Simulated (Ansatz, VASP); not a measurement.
One calculation of Ta3B2N, two programs

```xyz
6
Lattice="3.7996 0.0000 0.0000 0.0000 3.7996 0.0000 0.0000 0.0000 6.4127" Properties=species:S:1:pos:R:3 pbc="T T T"
Ta    0.0000    0.0000    1.4558
Ta    0.0000    0.0000    4.9569
Ta    1.8998    1.8998    3.2063
B     0.0000    0.0000    3.2063
B     1.8998    1.8998    0.0000
N     0.0000    0.0000    0.0000
```

Alike in both runs: task single point; functional PBE; k mesh 4 × 4 × 4; occupations gaussian, width 0.1 eV; no spin polarisation.

|  | VASP | Ansatz |
| --- | --- | --- |
| version | VASP 6.6.1 | Ansatz 0.2.0 |
| potentials or method | VASP PAW PBE potentials, release 64 (Ta_sv_GW, B, N), cutoff 600 eV | scalar-relativistic, plane waves, PAW |
| valence electrons in the cell | 50 | 50 |

```tsv
	VASP	Ansatz	Ansatz less VASP
gap on the k mesh at the Fermi level (eV)	none	none	-
rms of the force components (eV/Å)	7.721	7.499	-0.2221
```

Atom by atom the forces differ by 0.222 eV/Å (rms over components). A gap of «none» marks a metal or a gap that the smearing closes.

The k mesh is coarse, so the values compare programs but aren't converged. Spin-orbit coupling is off throughout.
